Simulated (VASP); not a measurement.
**LiY3: single point with r2SCAN**

Crystal: LiY3.

```
Y Li
1.0
    -2.24544    2.24544    5.30345
     2.24544   -2.24544    5.30345
     2.24544    2.24544   -5.30345
Y Li
3 1
Direct
  0.50000 0.50000 0.00000
  0.25000 0.75000 0.50000
  0.75000 0.25000 0.50000
  0.00000 0.00000 0.00000
```

```yaml
Program: VASP 6.6.1
Task: single point
Functional: r2SCAN
Potentials_or_basis: VASP PAW PBE potentials, release 64 (Y_sv, Li_sv)
Cutoff: 520 eV
k_mesh: 8 × 8 × 8
Occupations: fermi-dirac, width 0.05 eV
Spin: no spin polarisation
```

```
Band gap on the k mesh : zero (bands 18 and 19 overlap by 0.55 eV)
```

Levels at points of the mesh, in eV from the Fermi level:
```tsv
k point	band 16	band 17	band 18	band 19	band 20	band 21
(0.00, 0.00, 0.00)	-1.62	-0.21	0.24	0.24	0.49	0.99
(0.50, 0.00, 0.00)	-1.14	-0.55	-0.22	0.29	0.81	1.46
(0.50, 0.50, 0.00)	-1.22	-0.76	-0.57	0.47	0.69	1.03
(0.50, 0.50, 0.50)	-2.23	-0.52	-0.31	-0.31	-0.03	1.09
```

Run time: 10 min on 1 thread of Intel(R) Xeon(R) 6975P-C (Granite Rapids), with other jobs on the host, peak memory 0.45 GiB.
